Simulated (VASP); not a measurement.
Write the native input for VASP 6.6.1 that does the following.

| Property | Result |
| --- | --- |
| Task | single point |
| Functional | HSE06 |
| Potentials or basis | VASP PAW PBE potentials, release 64 (Zn, O) |
| Cutoff | 520 eV |
| k mesh | 1 × 1 × 1 |
| Occupations | gaussian, width 0.01 eV |
| Spin | no spin polarisation |
| Dipole correction | no |
| Grid for exact exchange (PRECFOCK) | Fast |
| Further INCAR settings | LREAL = Auto; ALGO = Normal; EDIFF = 1e-07; NBANDS = 82 |
| Screening parameter | 0.2079 1/Å |

Crystal: Zn8O7.

```xyz
15
Lattice="6.5000 0.0000 0.0000 -3.2500 5.6292 0.0000 0.0000 0.0000 5.2100" Properties=species:S:1:pos:R:3 pbc="T T T"
Zn    0.0308    1.8473    5.1474
Zn    1.6322    0.9379    2.6436
Zn   -1.6493    4.6733    5.2080
Zn    0.0361    3.7825    2.5843
Zn    3.2442    1.8783    5.1984
Zn    4.8557    0.9212    2.6488
Zn    1.5322    4.6882    5.1868
Zn    3.2399    3.7869    2.5587
O    -0.0076    1.8880    1.9881
O     1.5962    0.9382    4.5717
O    -0.0575    3.7400    4.5673
O     3.2571    1.9023    2.0191
O     4.8781    0.9745    4.6274
O     1.6188    4.6710    2.0208
O     3.2019    3.7678    4.5971
```

The input as run:

POSCAR

```
Zn8O7
1.0
    6.5000000000      0.0000000000      0.0000000000
   -3.2500000000      5.6291650000      0.0000000000
    0.0000000000      0.0000000000      5.2100000000
Zn O
8 7
Direct
    0.1688170000      0.3281690000      0.9879840000
    0.3344130000      0.1666180000      0.5074110000
    0.1613600000      0.8301880000      0.9996130000
    0.3415310000      0.6719490000      0.4960330000
    0.6659360000      0.3336650000      0.9977830000
    0.8288470000      0.1636400000      0.5084010000
    0.6521440000      0.8328440000      0.9955400000
    0.8348080000      0.6727360000      0.4911140000
    0.1665360000      0.3354020000      0.3816010000
    0.3288960000      0.1666630000      0.8774930000
    0.3233540000      0.6643940000      0.8766400000
    0.6700560000      0.3379320000      0.3875520000
    0.8370460000      0.1731250000      0.8881830000
    0.6639420000      0.8297880000      0.3878660000
    0.8272680000      0.6693350000      0.8823540000
```

INCAR.step1

```
PREC = Accurate
ENCUT = 520
EDIFF = 1E-5
ISMEAR = 0
SIGMA = 0.01
LREAL = Auto
LASPH = True
NELM = 80
ALGO = Normal
ISIF = 2
LWAVE = True
LCHARG = False
NBANDS = 82
GGA = PE
```

INCAR.step2

```
PREC = Accurate
ENCUT = 520
EDIFF = 1E-7
ISMEAR = 0
SIGMA = 0.01
LREAL = Auto
LASPH = True
NELM = 80
ALGO = Normal
ISIF = 2
LWAVE = False
LCHARG = False
GGA = PE
LHFCALC = True
HFSCREEN = 0.2079
PRECFOCK = Fast
NBANDS = 82
ISTART = 1
```

KPOINTS

```
Automatic mesh
0
Gamma
  1 1 1
```

Potentials or basis: VASP PAW PBE potentials, release 64 (Zn, O).

The run is started by

```console
$ cat potpaw_PBE.64/Zn/POTCAR potpaw_PBE.64/O/POTCAR > POTCAR
$ cp INCAR.step1 INCAR
$ mpirun -np 1 vasp_gam > vasp.out
$ cp INCAR.step2 INCAR
$ mpirun -np 1 vasp_gam > vasp.out
```

Results of the run:

The pressure is -1.8 GPa, the largest force is 1.242 eV/Å and the band gap on the k mesh is 5.00 eV.

Caveat: the k points lie up to 1.21 Å⁻¹ apart; the PAW data sets were made with another functional, which shifts forces and pressure a little.

Run time: 5.6 min on 1 thread of AMD EPYC 7R13 (shared host), peak memory 0.37 GiB.
